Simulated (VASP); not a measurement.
Runs of VASP 6.6.1 on Zn2Si2N. The structure is that of space group P-6m2 (No. 187), or close to it. The cells are those of the table. 

```tsv
task	spin	cell	k mesh	cutoff (eV)	gap on the mesh (eV)	pressure (GPa)	largest force (eV/Å)
single point	off	a = 2.989, b = 2.989, c = 9.713 Å, angles 90.0, 90.0, 120.0°, 5 atoms	12 × 12 × 4	520	none	0.0	0.01
relaxation of cell and atoms	off	relaxed from a = 4.095, b = 4.095, c = 5.498 Å, angles 90.0, 90.0, 120.0°, 5 atoms	6 × 6 × 4	600	none	0.1	0.01
single point	off	a = 2.943, b = 2.943, c = 10.276 Å, angles 90.0, 90.0, 120.0°, 5 atoms	6 × 6 × 4	520	none	-0.3	-
single point	off	a = 4.095, b = 4.095, c = 5.498 Å, angles 90.0, 90.0, 120.0°, 5 atoms	6 × 6 × 4	520	none	(a)	18.13
single point	collinear, ferromagnetic start	a = 2.943, b = 2.943, c = 10.276 Å, angles 90.0, 90.0, 120.0°, 5 atoms	6 × 6 × 2	520	none	-0.3	-
```

Alike in all rows: level PBE; potentials or basis VASP PAW PBE potentials, release 64 (Zn, Si, N); smearing gaussian 0.1 eV.

Fill in the values left out.

(a) 45.3.

Caveats: some runs use coarse meshes; forces of over 1 eV/Å act on the atoms, so gaps and moduli don't describe the material at rest (some runs).

A gap of «none» marks levels without a gap at the run's occupations.
